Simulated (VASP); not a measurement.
# Al (Fm-3m) in VASP: elastic constants with PBE

Aim: the elastic constants of Al with PBE.

All numbers are computed with VASP 6.6.1; they aren't measurements. Logs are shortened: lines on timing, memory, paths and dates and some standing lists are left out, and cuts for length are marked.

## (1) The cell of the first run

It takes space group Fm-3m (No. 225, cubic). The conventional cell has a = 4.044 Å, b = 4.044 Å, c = 4.044 Å, α = 90.00°, β = 90.00°, γ = 90.00°. Within 3.8 Å of Al (site symmetry m-3m) lie 12 Al at 2.86 Å.

## (2) Elastic constants, PBE

INCAR

```
  PREC = Accurate
  ENCUT = 600
  EDIFF = 1E-8
  ISMEAR = 0
  SIGMA = 0.5
  LREAL = False
  LASPH = True
  NELM = 100
  ALGO = Fast
  ISIF = 3
  LWAVE = False
  LCHARG = True
  GGA = PE
  NBANDS = 8
  IBRION = 6
  NFREE = 2
  POTIM = 0.015
  NSW = 1
```

KPOINTS

```
Automatic mesh
0
Gamma
  20 20 20
```

POSCAR

```
Al
1.0
    0.0000000000      2.0218358501      2.0218358501
    2.0218358501      0.0000000000      2.0218358501
    2.0218358501      2.0218358501      0.0000000000
Al
1
Direct
    0.0000000000      0.0000000000      0.0000000000
```

Potentials or basis: VASP PAW PBE potentials, release 64 (Al).

Command:

```console
cat potpaw_PBE.64/Al/POTCAR > POTCAR
mpirun -np 1 vasp_std > vasp.out
```

OUTCAR:

```text
PREC = Accurate
   ENCUT = 600
   EDIFF = 1E-8
   ISMEAR = 0
   LREAL = False
   LASPH = True
   NELM = 100
   ISIF = 3
   GGA = PE
   IBRION = 6
   NFREE = 2
   POTIM = 0.015
   NSW = 1

 ion  position               nearest neighbor table
   1  0.000  0.000  0.000-

  LATTYP: Found a face centered cubic cell.
 ALAT       =     4.0436717002

  Lattice vectors:

 A1 = (   0.0000000000,   2.0218358501,   2.0218358501)
 A2 = (   2.0218358501,   0.0000000000,   2.0218358501)
 A3 = (   2.0218358501,   2.0218358501,   0.0000000000)

Analysis of symmetry for initial positions (statically):
=====================================================================
 Subroutine PRICEL returns:
 Original cell was already a primitive cell.

 Routine SETGRP: Setting up the symmetry group for a
 face centered cubic supercell.

 Subroutine GETGRP returns: Found 48 space group operations
 (whereof 48 operations were pure point group operations)
 out of a pool of 48 trial point group operations.

The static configuration has the point symmetry O_h .

Analysis of symmetry for dynamics (positions and initial velocities):
=====================================================================
 Subroutine PRICEL returns:
 Original cell was already a primitive cell.

 Routine SETGRP: Setting up the symmetry group for a
 face centered cubic supercell.

 Subroutine GETGRP returns: Found 48 space group operations
 (whereof 48 operations were pure point group operations)
 out of a pool of 48 trial point group operations.

The dynamic configuration has the point symmetry O_h .

 Subroutine INISYM returns: Found 48 space group operations
 (whereof 48 operations are pure point group operations),
 and found     1 'primitive' translations

----------------------------------------------------------------------------------------

                                     Primitive cell

  volume of cell :      16.5298

  direct lattice vectors                    reciprocal lattice vectors
     0.000000000  2.021835850  2.021835850    -0.247299997  0.247299997  0.247299997
     2.021835850  0.000000000  2.021835850     0.247299997 -0.247299997  0.247299997
     2.021835850  2.021835850  0.000000000     0.247299997  0.247299997 -0.247299997

  length of vectors
     2.859307680  2.859307680  2.859307680     0.428336160  0.428336160  0.428336160

  position of ions in fractional coordinates (direct lattice)
     0.000000000  0.000000000  0.000000000

  ion indices of the primitive-cell ions
   primitive index   ion index
                 1           1

----------------------------------------------------------------------------------------

 KPOINTS: Automatic mesh

Automatic generation of k-mesh.
 Grid dimensions read from file:
 generate k-points for:   20   20   20

 Generating k-lattice:

  Cartesian coordinates                     Fractional coordinates (reciprocal lattice)
    -0.012365000  0.012365000  0.012365000     0.050000000  0.000000000  0.000000000
     0.012365000 -0.012365000  0.012365000     0.000000000  0.050000000  0.000000000
     0.012365000  0.012365000 -0.012365000     0.000000000  0.000000000  0.050000000

  Length of vectors
     0.021416808  0.021416808  0.021416808

  Shift w.r.t. Gamma in fractional coordinates (k-lattice)
     0.000000000  0.000000000  0.000000000

[... 91 lines left out ...]

 number of electron       3.0000000 magnetization

 Free energy of the ion-electron system (eV)
  ---------------------------------------------------
  ext. energy  EPLUGINS =         0.00000000
  ---------------------------------------------------
  free energy    TOTEN  =        -3.77124962 eV

  energy without entropy =       -3.72062295  energy(sigma->0) =       -3.74593628

------------------------ aborting loop because EDIFF is reached ----------------------------------------

  FORCE on cell =-STRESS in cart. coord.  units (eV):
  Direction    XX          YY          ZZ          XY          YZ          ZX
  --------------------------------------------------------------------------------------
  -------------------------------------------------------------------------------------
  Total       -0.0040368     -0.0040368     -0.0040368     -0.0000000      0.0000000     -0.0000000
  in kB       -0.3912712     -0.3912712     -0.3912712     -0.0000000      0.0000000     -0.0000000
  external PRESSURE =      -0.3912712 kB  Pullay stress =       0.0000000 kB
[... 86 lines left out ...]
  FREE ENERGIE OF THE ION-ELECTRON SYSTEM (eV)
  ---------------------------------------------------
  free  energy   TOTEN  =        -3.7699922337 eV

  energy  without entropy=       -3.7200704698  energy(sigma->0) =       -3.74503135

[... ionic steps 4 to 12 ...]

--------------------------------------- Ionic step       13  -------------------------------------------

 number of electron       3.0000000 magnetization

------------------------ aborting loop because EDIFF is reached ----------------------------------------
[... 65 lines left out ...]
--------------------------------------- Ionic step       15  -------------------------------------------

 number of electron       3.0000000 magnetization

 Free energy of the ion-electron system (eV)
  ---------------------------------------------------
  ext. energy  EPLUGINS =         0.00000000
  ---------------------------------------------------
  free energy    TOTEN  =        -3.77124962 eV

  energy without entropy =       -3.72062295  energy(sigma->0) =       -3.74593629

 E-fermi :   7.9894     XC(G=0): -10.1902

 val. band max:        7.9818760750   @ k =  -0.4500   0.4500   0.1000
 cond. band min:       8.0123688960   @ k =  -0.3500   0.3500   0.0000
 fundamental gap:      0.0304928210
 Fermi energy:         7.9894231960

 k-point     1 :       0.0000    0.0000    0.0000
  band No.  band energies     occupation
      1      -3.1409      2.00000
      2      20.5903      0.00000
      3      20.5903      0.00000
      4      20.5903      0.00000
      5      22.0685      0.00000
      6      22.0685      0.00000
      7      22.0685      0.00000
      8      24.4336      0.00000
[... 243 lines left out ...]
 k-point    24 :      -0.3500    0.0500    0.0000
  band No.  band energies     occupation
      1       0.5239      2.00000
      2       7.4359      1.88254
      3      17.2904      0.00000
      4      19.7794      0.00000
      5      19.9449      0.00000
      6      21.2410      0.00000
      7      22.8967      0.00000
      8      25.4754      0.00000

 [... further k-points ...]

------------------------ aborting loop because EDIFF is reached ----------------------------------------

  FORCE on cell =-STRESS in cart. coord.  units (eV):
  Direction    XX          YY          ZZ          XY          YZ          ZX
  --------------------------------------------------------------------------------------
  -------------------------------------------------------------------------------------
  Total       -0.0040422     -0.0040422     -0.0040422      0.0000000     -0.0000000     -0.0000000
  in kB       -0.3917925     -0.3917925     -0.3917925      0.0000000     -0.0000000     -0.0000000
  external PRESSURE =      -0.3917925 kB  Pullay stress =       0.0000000 kB
[... 16 lines left out ...]
  FREE ENERGIE OF THE ION-ELECTRON SYSTEM (eV)
  ---------------------------------------------------
  free  energy   TOTEN  =        -3.7712496200 eV

  energy  without entropy=       -3.7206229511  energy(sigma->0) =       -3.74593629

 INTERNAL STRAIN TENSORS FROM STRAINED CELLS
 ============================================

 INTERNAL STRAIN TENSOR FOR ION    1 for displacements in x,y,z  (eV/Angst):
          X           Y           Z          XY          YZ          ZX
  --------------------------------------------------------------------------------
  x    -0.00000     0.00000     0.00000    -0.00000     0.00000     0.00000
  y     0.00000     0.00000     0.00000     0.00000     0.00000     0.00000
  z    -0.00000    -0.00000     0.00000     0.00000     0.00000    -0.00000

 INTERNAL STRAIN TENSORS FROM DISPLACED ATOMS
 ============================================

 INTERNAL STRAIN TENSOR FOR ION    1 for displacements in x,y,z  (eV/Angst):
          X           Y           Z          XY          YZ          ZX
  --------------------------------------------------------------------------------
  x     0.00000     0.00000     0.00000     0.00000     0.00000     0.00000
  y     0.00000     0.00000     0.00000     0.00000     0.00000     0.00000
  z     0.00000     0.00000     0.00000     0.00000     0.00000     0.00000

 Eigenvectors and eigenvalues of the dynamical matrix
 ----------------------------------------------------

   1 f/i=    0.000000 THz     0.000000 2PiTHz    0.000000 cm-1     0.000000 meV
             X         Y         Z           dx          dy          dz
      0.000000  0.000000  0.000000     0.707107    0.707107    0.000000

   2 f/i=    0.000000 THz     0.000000 2PiTHz    0.000000 cm-1     0.000000 meV
             X         Y         Z           dx          dy          dz
      0.000000  0.000000  0.000000     0.707107   -0.707107    0.000000

   3 f/i=    0.000000 THz     0.000000 2PiTHz    0.000000 cm-1     0.000000 meV
             X         Y         Z           dx          dy          dz
      0.000000  0.000000  0.000000     0.000000    0.000000    1.000000

--------------------------------------------------------------------------------------------------------

 ELASTIC MODULI CONTR FROM IONIC RELAXATION (kBar)
 Direction    XX          YY          ZZ          XY          YZ          ZX
 --------------------------------------------------------------------------------
 XX           0.0000      0.0000      0.0000      0.0000      0.0000      0.0000
 YY           0.0000      0.0000      0.0000      0.0000      0.0000      0.0000
 ZZ           0.0000      0.0000      0.0000      0.0000      0.0000      0.0000
 XY           0.0000      0.0000      0.0000      0.0000      0.0000      0.0000
 YZ           0.0000      0.0000      0.0000      0.0000      0.0000      0.0000
 ZX           0.0000      0.0000      0.0000      0.0000      0.0000      0.0000
 --------------------------------------------------------------------------------

 TOTAL ELASTIC MODULI (kBar)
 Direction    XX          YY          ZZ          XY          YZ          ZX
 --------------------------------------------------------------------------------
 XX        1101.8515    606.7641    606.7641      0.0000      0.0000     -0.0000
 YY         606.7641   1101.8515    606.7641      0.0000      0.0000      0.0000
 ZZ         606.7641    606.7641   1101.8515      0.0000      0.0000      0.0000
 XY           0.0000      0.0000      0.0000    330.4705      0.0000      0.0000
 YZ           0.0000      0.0000      0.0000      0.0000    330.4705      0.0000
 ZX          -0.0000      0.0000      0.0000      0.0000      0.0000    330.4705
 --------------------------------------------------------------------------------
```

It took 7.3 min on 1 thread of Intel Xeon 6975P-C (Granite Rapids), shared host; peak memory 0.65 GiB.

Results:

| Item | Value |
| --- | --- |
| Elastic constants C11, C12, C44 | 110, 61, 33 GPa |
| Voigt bulk modulus | 77 GPa |

Elastic tensor in Voigt notation (GPa, in the Cartesian axes of the cell as first typed):
```
110  61  61   0   0   0
 61 110  61   0   0   0
 61  61 110   0   0   0
  0   0   0  33   0   0
  0   0   0   0  33   0
  0   0   0   0   0  33
```

Clamped-ion elastic tensor (GPa):
```
110  61  61   0   0   0
 61 110  61   0   0   0
 61  61 110   0   0   0
  0   0   0  33   0   0
  0   0   0   0  33   0
  0   0   0   0   0  33
```
